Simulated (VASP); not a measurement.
# SrTiO3 (Pm-3m) in VASP: settings compared

Aim: see how the results for SrTiO3 move with the level of theory and the settings. Levels: PBEsol, r2SCAN+rVV10. Tasks: single point, relaxation of cell and atoms.

Program: VASP 6.6.1. These are calculated values, not measurements. Logs are shortened: lines on timing, memory, paths and dates and some standing lists are left out, and cuts for length are marked.

**1. The cell of the first run**

It takes space group Pm-3m (No. 221, cubic). The conventional cell has a = 3.891 Å, b = 3.891 Å, c = 3.891 Å, α = 90.00°, β = 90.00°, γ = 90.00°. Within 3.6 Å of Sr (site symmetry m-3m) lie 12 O at 2.75 Å and 8 Ti at 3.37 Å. Within 2.6 Å of Ti (site symmetry m-3m) lie 6 O at 1.95 Å. O (site symmetry 4/mmm) has 2 Ti at 1.95 Å within 2.6 Å.

**2. Single point, PBEsol**

Input file INCAR:

```
PREC     = Accurate       # precision mode
ENCUT    = 520            # plane-wave cutoff, eV
EDIFF    = 1E-6           # SCF threshold, eV
ISMEAR   = -1             # smearing method
SIGMA    = 0.03           # smearing width, eV
LREAL    = F              # projectors in reciprocal space
LASPH    = T              # aspherical terms in the spheres
NELM     = 60             # most SCF steps
ALGO     = Normal         # electronic algorithm
ISIF     = 2              # what is computed and relaxed
LWAVE    = F              # write WAVECAR
LCHARG   = T              # write CHGCAR
GGA      = PS             # functional
LELF     = T              # ELF
LVHAR    = T            
NBANDS   = 28             # bands
```

Input file KPOINTS:

```
Automatic mesh
0
Gamma
  6 6 6
```

Input file POSCAR:

```
SrTiO3
1.0
    3.8911085197      0.0000000000      0.0000000000
    0.0000000000      3.8911085197      0.0000000000
    0.0000000000      0.0000000000      3.8911085197
Sr Ti O
1 1 3
Direct
    0.0000000000      0.0000000000      0.0000000000
    0.5000000000      0.5000000000      0.5000000000
    0.5000000000      0.5000000000      0.0000000000
    0.5000000000      0.0000000000      0.5000000000
    0.0000000000      0.5000000000      0.5000000000
```

Potentials or basis: VASP PAW PBE potentials, release 64 (Sr_sv, Ti_sv, O).

Started as:

```bash
cat potpaw_PBE.64/Sr_sv/POTCAR potpaw_PBE.64/Ti_sv/POTCAR potpaw_PBE.64/O/POTCAR > POTCAR
mpirun -np 1 vasp_std > vasp.out
```

OUTCAR:

```text
PREC = Accurate
   ENCUT = 520
   EDIFF = 1E-6
   ISMEAR = -1
   LREAL = F
   LASPH = T
   NELM = 60
   ISIF = 2
   GGA = PS

 ion  position               nearest neighbor table
   1  0.000  0.000  0.000-   3 2.75   4 2.75   5 2.75   4 2.75   5 2.75   3 2.75   5 2.75   5 2.75
                             3 2.75   4 2.75   4 2.75   3 2.75   2 3.37   2 3.37   2 3.37   2 3.37
   2  0.500  0.500  0.500-   3 1.95   4 1.95   5 1.95   3 1.95   4 1.95   5 1.95   1 3.37   1 3.37
                             1 3.37   1 3.37   1 3.37   1 3.37   1 3.37   1 3.37
   3  0.500  0.500  0.000-   2 1.95   2 1.95   1 2.75   1 2.75   1 2.75   1 2.75
   4  0.500  0.000  0.500-   2 1.95   2 1.95   1 2.75   1 2.75   1 2.75   1 2.75
   5  0.000  0.500  0.500-   2 1.95   2 1.95   1 2.75   1 2.75   1 2.75   1 2.75

  LATTYP: Found a simple cubic cell.
 ALAT       =     3.8911085197

  Lattice vectors:

 A1 = (   3.8911085197,   0.0000000000,   0.0000000000)
 A2 = (   0.0000000000,   3.8911085197,   0.0000000000)
 A3 = (   0.0000000000,   0.0000000000,   3.8911085197)

Analysis of symmetry for initial positions (statically):
=====================================================================
 Subroutine PRICEL returns:
 Original cell was already a primitive cell.

 Routine SETGRP: Setting up the symmetry group for a
 simple cubic supercell.

 Subroutine GETGRP returns: Found 48 space group operations
 (whereof 48 operations were pure point group operations)
 out of a pool of 48 trial point group operations.

The static configuration has the point symmetry O_h .

Analysis of symmetry for dynamics (positions and initial velocities):
=====================================================================
 Subroutine PRICEL returns:
 Original cell was already a primitive cell.

 Routine SETGRP: Setting up the symmetry group for a
 simple cubic supercell.

 Subroutine GETGRP returns: Found 48 space group operations
 (whereof 48 operations were pure point group operations)
 out of a pool of 48 trial point group operations.

The dynamic configuration has the point symmetry O_h .

 Subroutine INISYM returns: Found 48 space group operations
 (whereof 48 operations are pure point group operations),
 and found     1 'primitive' translations

----------------------------------------------------------------------------------------

                                     Primitive cell

  volume of cell :      58.9142

  direct lattice vectors                    reciprocal lattice vectors
     3.891108520  0.000000000  0.000000000     0.256996173  0.000000000  0.000000000
     0.000000000  3.891108520  0.000000000     0.000000000  0.256996173  0.000000000
     0.000000000  0.000000000  3.891108520     0.000000000  0.000000000  0.256996173

  length of vectors
     3.891108520  3.891108520  3.891108520     0.256996173  0.256996173  0.256996173

  position of ions in fractional coordinates (direct lattice)
     0.000000000  0.000000000  0.000000000
     0.500000000  0.500000000  0.500000000
     0.500000000  0.500000000  0.000000000
     0.500000000  0.000000000  0.500000000
     0.000000000  0.500000000  0.500000000

  ion indices of the primitive-cell ions
   primitive index   ion index
                 1           1
                 2           2
                 3           3
                 4           4
                 5           5

----------------------------------------------------------------------------------------

 KPOINTS: Automatic mesh

Automatic generation of k-mesh.
 Grid dimensions read from file:
 generate k-points for:    6    6    6

 Generating k-lattice:

  Cartesian coordinates                     Fractional coordinates (reciprocal lattice)
     0.042832696  0.000000000  0.000000000     0.166666667  0.000000000  0.000000000
     0.000000000  0.042832696  0.000000000     0.000000000  0.166666667  0.000000000
     0.000000000  0.000000000  0.042832696     0.000000000  0.000000000  0.166666667

  Length of vectors
     0.042832696  0.042832696  0.042832696

  Shift w.r.t. Gamma in fractional coordinates (k-lattice)
     0.000000000  0.000000000  0.000000000

 Subroutine IBZKPT returns following result:
 ===========================================

 Found     20 irreducible k-points:

 Following reciprocal coordinates:
            Coordinates               Weight
  0.000000  0.000000  0.000000      1.000000
  0.166667  0.000000  0.000000      6.000000
  0.333333  0.000000  0.000000      6.000000
  0.500000  0.000000  0.000000      3.000000
  0.166667  0.166667  0.000000     12.000000
  0.333333  0.166667  0.000000     24.000000
[... 12 lines left out ...]
  0.500000  0.500000  0.333333      6.000000
  0.500000  0.500000  0.500000      1.000000
   k-points           NKPTS =     20   k-points in BZ     NKDIM =     20   number of bands    NBANDS=     28
   number of dos      NEDOS =    301   number of ions     NIONS =      5
   total plane-waves  NPLWV =  27000
   dimension x,y,z NGX =    30 NGY =   30 NGZ =   30
   dimension x,y,z NGXF=    60 NGYF=   60 NGZF=   60
   ions per type =               1   1   3
   NGX,Y,Z   is equivalent  to a cutoff of  12.82, 12.82, 12.82 a.u.
   NGXF,Y,Z  is equivalent  to a cutoff of  25.63, 25.63, 25.63 a.u.
 SYSTEM =  unknown system
   PREC   = accura    normal or accurate (medium, high low for compatibility)
   ISTART =      0    job   : 0-new  1-cont  2-samecut
   ICHARG =      2    charge: 1-file 2-atom 10-const
   ISPIN  =      1    spin polarized calculation?
   LNONCOLLINEAR =      F non collinear calculations
   LSORBIT =      F    spin-orbit coupling
   LASPH  =      T    aspherical Exc in radial PAW
   ENCUT  =  520.0 eV  38.22 Ry    6.18 a.u.   7.23  7.23  7.23*2*pi/ulx,y,z
   NELM   =     60;   NELMIN=  2; NELMDL= -5     # of ELM steps
   EDIFF  = 0.1E-05   stopping-criterion for ELM
   LREAL  =      F    real-space projection
   EDIFFG = 0.1E-04   stopping-criterion for IOM
   NSW    =      0    number of steps for IOM
   IBRION =     -1    ionic relax: 0-MD 1-quasi-New 2-CG
   NFREE  =      0    steps in history (QN), initial steepest desc. (CG)
   ISIF   =      2    stress and relaxation
   ISYM   =      2    0-nonsym 1-usesym 2-fastsym
   POTIM  = 0.5000    time-step for ionic-motion
   TEBEG  =    0.0;   TEEND  =   0.0 temperature during run
   PSTRESS=    0.0 pullay stress
   NELECT =      40.0000    total number of electrons
   NUPDOWN=      -1.0000    fix difference up-down
   EMIN   =  10.00;   EMAX   =-10.00  energy-range for DOS
   EFERMI =   0.00;   METHOD = LEGACY
   ISMEAR =    -1;   SIGMA  =   0.03  broadening in eV -4-tet -1-fermi 0-gaus
   EFERMI_NEDOS =   21; number of points for ismear=-14 and -15
   IALGO  =     38    algorithm
   IMIX   =      4    mixing-type and parameters
     AMIX     =   0.40;   BMIX     =  1.00
     AMIX_MAG =   1.60;   BMIX_MAG =  1.00
  volume/ion in A,a.u.               =      11.78        79.51
  Fermi-wavevector in a.u.,A,eV,Ry     =   1.438870  2.719070 28.168770  2.070346
  Thomas-Fermi vector in A             =   2.557789
   LORBIT       =      0    0 simple, 1 ext, 2 COOP (PROOUT), +10 PAW based schemes
   GGA     = PS    functional components
   LHFCALC =     F    Hartree Fock is set to
   AEXX    =    0.0000 exact exchange contribution
   IVDW    =     0    specifies the selected vdW correction
   LEPSILON=     F    determine dielectric tensor
   LRPA    =     F    only Hartree local field effects (RPA)
 non-spin polarized calculation
  energy-cutoff  :      520.00
  volume of cell :       58.91
 maximum number of plane-waves:      1622
 NGX is ok and might be reduce to    30
   NGX = 15   NGY = 15   NGZ = 15

 number of electron      40.0000013 magnetization

 Free energy of the ion-electron system (eV)
  ---------------------------------------------------
  ext. energy  EPLUGINS =         0.00000000
  ---------------------------------------------------
  free energy    TOTEN  =       -42.01498806 eV

  energy without entropy =      -42.01498806  energy(sigma->0) =      -42.01498806

 E-fermi :   4.7291     XC(G=0): -11.5969

 val. band max:        4.1142401503   @ k =   0.5000   0.5000   0.5000
 cond. band min:       5.9326624581   @ k =   0.0000   0.0000   0.0000
 fundamental gap:      1.8184223078
 Fermi energy:         4.7291186527

 k-point     1 :       0.0000    0.0000    0.0000
  band No.  band energies     occupation
      1     -52.0441      2.00000
      2     -28.4995      2.00000
      3     -28.4133      2.00000
      4     -28.4133      2.00000
      5     -28.4133      2.00000
      6     -13.2848      2.00000
[... 20 lines left out ...]
     27       9.4022      0.00000
     28      10.2274      0.00000

 k-point     2 :       0.1667    0.0000    0.0000
  band No.  band energies     occupation
      1     -52.0437      2.00000
      2     -28.5314      2.00000
      3     -28.4125      2.00000
      4     -28.4125      2.00000
      5     -28.3942      2.00000
      6     -13.3049      2.00000
[... 20 lines left out ...]
     27       9.8912      0.00000
     28      10.8906      0.00000

 k-point     3 :       0.3333    0.0000    0.0000
  band No.  band energies     occupation
      1     -52.0428      2.00000
      2     -28.5817      2.00000
      3     -28.4109      2.00000
      4     -28.4109      2.00000
      5     -28.3690      2.00000
      6     -13.4359      2.00000
[... 20 lines left out ...]
     27      10.9081      0.00000
     28      12.2147      0.00000

 k-point     4 :       0.5000    0.0000    0.0000
  band No.  band energies     occupation
      1     -52.0424      2.00000
      2     -28.6042      2.00000
      3     -28.4102      2.00000
      4     -28.4102      2.00000
      5     -28.3588      2.00000
      6     -13.5219      2.00000
[... 454 lines left out ...]
     27      12.0106      0.00000
     28      12.3771      0.00000

 k-point    19 :       0.5000    0.5000    0.3333
  band No.  band energies     occupation
      1     -52.0395      2.00000
      2     -28.4848      2.00000
      3     -28.4848      2.00000
      4     -28.4648      2.00000
      5     -28.4378      2.00000
      6     -12.0826      2.00000
[... 20 lines left out ...]
     27      12.0926      0.00000
     28      12.6633      0.00000

 k-point    20 :       0.5000    0.5000    0.5000
  band No.  band energies     occupation
      1     -52.0391      2.00000
      2     -28.4838      2.00000
      3     -28.4838      2.00000
      4     -28.4838      2.00000
      5     -28.4328      2.00000
      6     -11.8853      2.00000
[... 20 lines left out ...]
     27      12.6636      0.00000
     28      12.6636      0.00000

------------------------ aborting loop because EDIFF is reached ----------------------------------------

  FORCE on cell =-STRESS in cart. coord.  units (eV):
  Direction    XX          YY          ZZ          XY          YZ          ZX
  --------------------------------------------------------------------------------------
  -------------------------------------------------------------------------------------
  Total        0.2476644      0.2476644      0.2476644     -0.0000000      0.0000000     -0.0000000
  in kB        6.7352559      6.7352559      6.7352559     -0.0000000      0.0000000     -0.0000000
  external PRESSURE =       6.7352559 kB  Pullay stress =       0.0000000 kB

 VOLUME and BASIS-vectors are now :
 -----------------------------------------------------------------------------
  energy-cutoff  :      520.00
  volume of cell :       58.91
      direct lattice vectors                 reciprocal lattice vectors
     3.891108520  0.000000000  0.000000000     0.256996173  0.000000000  0.000000000
     0.000000000  3.891108520  0.000000000     0.000000000  0.256996173  0.000000000
     0.000000000  0.000000000  3.891108520     0.000000000  0.000000000  0.256996173

 POSITION                                       TOTAL-FORCE (eV/Angst)
 -----------------------------------------------------------------------------------
      0.00000      0.00000      0.00000         0.000000      0.000000      0.000000
      1.94555      1.94555      1.94555         0.000000      0.000000      0.000000
      1.94555      1.94555      0.00000         0.000000      0.000000      0.000000
      1.94555      0.00000      1.94555         0.000000      0.000000      0.000000
      0.00000      1.94555      1.94555         0.000000      0.000000      0.000000
 -----------------------------------------------------------------------------------
    total drift:                                0.000000      0.000000     -0.000000

  FREE ENERGIE OF THE ION-ELECTRON SYSTEM (eV)
  ---------------------------------------------------
  free  energy   TOTEN  =       -42.0149880596 eV

  energy  without entropy=      -42.0149880596  energy(sigma->0) =      -42.01498806
```

Run time: 60 s. Hardware: 1 thread of Intel Xeon 8259CL, shared host; peak memory 0.19 GiB.

What came out:

```yaml
Free_energy: -42.0150 eV
Pressure: 0.7 GPa
Band_gap_on_the_k_mesh: 1.82 eV (least direct gap 2.17 eV)
```

Levels at points of the mesh, in eV from the valence-band top:
| k point | band 16 | band 17 | band 18 | band 19 | band 20 | band 21 | band 22 | band 23 | band 24 | band 25 |
| --- | --- | --- | --- | --- | --- | --- | --- | --- | --- | --- |
| (0.00, 0.00, 0.00) | -1.21 | -1.21 | -0.35 | -0.35 | -0.35 | 1.82 | 1.82 | 1.82 | 4.41 | 4.41 |
| (0.50, 0.00, 0.00) | -2.42 | -2.42 | -2.07 | -0.74 | -0.74 | 2.00 | 3.83 | 3.83 | 4.43 | 6.66 |
| (0.50, 0.50, 0.00) | -2.95 | -1.74 | -1.60 | -1.60 | -0.10 | 3.84 | 3.84 | 4.29 | 5.41 | 7.90 |
| (0.50, 0.50, 0.50) | -3.81 | -3.81 | 0.00 | 0.00 | 0.00 | 4.53 | 4.53 | 4.53 | 6.90 | 6.90 |

Caveat: the PAW data sets were made with another functional, which shifts forces and pressure a little. A k mesh can miss the band edges.

(Part 1 of 2 ends here.)
